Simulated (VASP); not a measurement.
Runs of VASP 6.6.1 on HfC. The structure is that of space group Fm-3m (No. 225), or close to it. The cells are those of the table. 

| cell | gap on the mesh (eV) | pressure (GPa) |
| --- | --- | --- |
| a = 3.191, b = 3.191, c = 3.091 Å, angles 61.0, 61.0, 57.9°, 2 atoms | none | (b) |
| a = 3.338, b = 3.338, c = 3.387 Å, angles 59.5, 59.5, 61.0°, 2 atoms | none | (a) |
| a = 3.239, b = 3.239, c = 3.189 Å, angles 60.5, 60.5, 59.0°, 2 atoms | none | 9.1 |
| a = 3.215, b = 3.215, c = 3.140 Å, angles 60.8, 60.8, 58.5°, 2 atoms | none | 19.4 |
| a = 3.263, b = 3.263, c = 3.239 Å, angles 60.3, 60.3, 59.5°, 2 atoms | none | 0.4 |

Alike in all rows: task single point; level PBEsol; potentials or basis VASP PAW PBE potentials, release 64 (Hf_pv, C); no spin polarisation; k mesh 18 × 18 × 18; cutoff (eV) 520; smearing gaussian 0.15 eV.

Problem. Estimate the missing entries.

Solution. (a) -18.5; (b) 31.4.

Caveats: the PAW data sets were made with another functional, which shifts forces and pressure a little; spin-orbit coupling is left out, which moves the levels of the heavy elements.

A k mesh can miss the band edges, and the runs leave out spin-orbit coupling on Hf.

A gap of «none» marks levels without a gap at the run's occupations.
